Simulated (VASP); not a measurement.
# AlGa3N4: single point with PBEsol

The system is AlGa3N4.

```
Al Ga N
1.0
     5.16163    0.00000    0.00006
     0.00000    3.17685    0.00000
    -0.00340    0.00000    5.39632
Al Ga N
1 3 4
Direct
  0.00060 0.50000 0.66736
  0.49912 0.50000 0.33492
  0.49903 0.00000 0.83156
  0.99986 0.00000 0.16618
  0.11967 0.50000 0.34010
  0.11765 0.00000 0.82638
  0.62044 0.00000 0.16622
  0.63123 0.50000 0.66730
```

This cell differs from its parent crystal: uniaxial strain along c: -1.5 %.

- Program: VASP 6.6.1
- Task: single point
- Functional: PBEsol
- Potentials or basis: VASP PAW PBE potentials, release 64 (Al, Ga_d, N)
- Cutoff: 520 eV
- k mesh: 6 × 8 × 6
- Occupations: gaussian, width 0.02 eV
- Spin: no spin polarisation

```yaml
Pressure: 1.4 GPa
Largest_force: 0.242 eV/Å
Band_gap_on_the_k_mesh: 2.39 eV
```

Forces in eV/Å, atoms in the order of the input:
```
Al  -0.105  0.000  0.176
Ga  -0.104  0.000 -0.165
Ga  -0.092  0.000 -0.179
Ga  -0.103  0.000  0.166
N    0.116  0.000 -0.212
N    0.085  0.000 -0.182
N    0.098  0.000  0.206
N    0.105  0.000  0.189
```

Stress tensor (GPa, compression positive):
```
-1.07  0.00  0.01
 0.00 -0.41  0.00
 0.01  0.00  5.72
```

Levels at points of the mesh, in eV from the valence-band top:
```
           k point  band 28  band 29  band 30  band 31  band 32  band 33  band 34  band 35
(0.00, 0.00, 0.00)    -0.95    -0.14    -0.05     0.00     2.39     4.69     5.06     5.61
(0.50, 0.00, 0.00)    -0.72    -0.69    -0.40    -0.31     4.31     4.43     4.62     5.04
(0.00, 0.50, 0.00)    -2.17    -2.13    -1.86    -1.82     5.50     5.53     6.89     7.08
(0.50, 0.50, 0.00)    -1.77    -1.56    -1.52    -1.51     5.67     5.86     5.94     6.23
(0.00, 0.00, 0.50)    -0.81    -0.71    -0.60    -0.44     4.54     4.68     6.06     6.39
(0.50, 0.00, 0.50)    -1.66    -1.28    -1.24    -1.19     5.26     5.32     5.41     5.77
(0.00, 0.50, 0.50)    -2.26    -2.19    -0.98    -0.86     5.01     5.25     5.63     5.80
(0.50, 0.50, 0.50)    -1.75    -1.74    -1.71    -1.71     4.33     4.40     4.49     4.87
```

It took 3.1 min on 1 thread of AMD EPYC 9R45 96-Core Processor (Zen 5), with other jobs on the host, peak memory 0.36 GiB.

Caveat: the cell differs from its parent crystal (uniaxial strain along c: -1.5 %); the PAW data sets were made with another functional, which shifts forces and pressure a little.
